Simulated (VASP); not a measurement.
Runs of VASP 6.6.1 on Si. The structure is that of space group Fd-3m (No. 227), or close to it. The cells are those of the table. 

| cell | gap on the mesh (eV) | pressure (GPa) | largest force (eV/Å) |
| --- | --- | --- | --- |
| a = 3.840, b = 3.869 Å, angles 59.8, 59.5, 59.8°, 2 atoms | 0.56 | 2.0 | 0.15 |
| a = 3.841, b = 3.907 Å, angles 59.4, 58.8, 59.4°, 2 atoms | 0.47 | 2.1 | 0.35 |
| a = 3.840, b = 3.802 Å, angles 60.3, 60.7, 60.3°, 2 atoms | 0.54 | 2.0 | 0.20 |
| a = 3.840, b = 3.859 Å, angles 59.8, 59.7, 59.8°, 2 atoms | 0.57 | 1.9 | 0.10 |
| a = 3.840, b = 3.898 Å, angles 59.5, 59.0, 59.5°, 2 atoms | (b) | 2.0 | 0.30 |
| a = 3.841, b = 3.763 Å, angles 60.7, 61.3, 60.7°, 2 atoms | 0.44 | 2.1 | 0.40 |
| a = 3.840, b = 3.888 Å, angles 59.6, 59.2, 59.6°, 2 atoms | (a) | 2.0 | 0.25 |
| a = 3.840, b = 3.850 Å, angles 59.9, 59.8, 59.9°, 2 atoms | 0.58 | 1.9 | 0.05 |

Alike in all rows: task single point; level PBE; potentials or basis VASP PAW PBE potentials, release 64 (Si); no spin polarisation; k mesh 10 × 10 × 10; cutoff (eV) 520; smearing gaussian 0.05 eV.

Question: Fill in the values left out.

Answer: (a) 0.53; (b) 0.51.

A k mesh can miss the band edges.
